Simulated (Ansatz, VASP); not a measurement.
WC in VASP and in Ansatz

```
CELL_PARAMETERS angstrom
2.82761 0.00000 0.00000
0.00000 2.89841 0.00000
0.00000 0.00000 25.87710
ATOMIC_POSITIONS crystal
C 0.50000 0.00000 0.29758
C 0.50000 0.50000 0.38674
C 0.50000 0.00000 0.48332
C 0.50000 0.50000 0.58015
C 0.50000 0.00000 0.67737
W 0.00000 0.50000 0.32075
W 0.00000 0.00000 0.41857
W 0.00000 0.50000 0.51550
W 0.00000 0.00000 0.61249
W 0.00000 0.50000 0.70752
```

Alike in both runs: functional PBEsol; k mesh 12 × 12 × 1; occupations gaussian, width 0.1 eV; no spin polarisation.

Ansatz relaxed the structure, and its values are those at the end. VASP's run is a single point on that final structure, the one shown.

```csv
,VASP,Ansatz
version,VASP 6.6.1,Ansatz 0.2.0
potentials or method,"VASP PAW PBE potentials, release 64 (C, W_sv), cutoff 520 eV","scalar-relativistic, plane waves, PAW"
valence electrons in the cell,90,90
```

Ansatz gave:

| Item | Value |
| --- | --- |
| gap on the k mesh at the Fermi level (eV) | none |
| rms of the force components (eV/Å) | 0.004 |

Question: What did VASP give for the same quantities?

Answer: gap on the k mesh at the Fermi level (eV): none; rms of the force components (eV/Å): 0.012.

VASP's potentials were made for PBE, not for PBEsol. A gap of «none» marks a metal or a gap that the smearing closes. Ansatz's warnings: xc potential rough in thin density.

Neither program's run includes spin-orbit coupling.
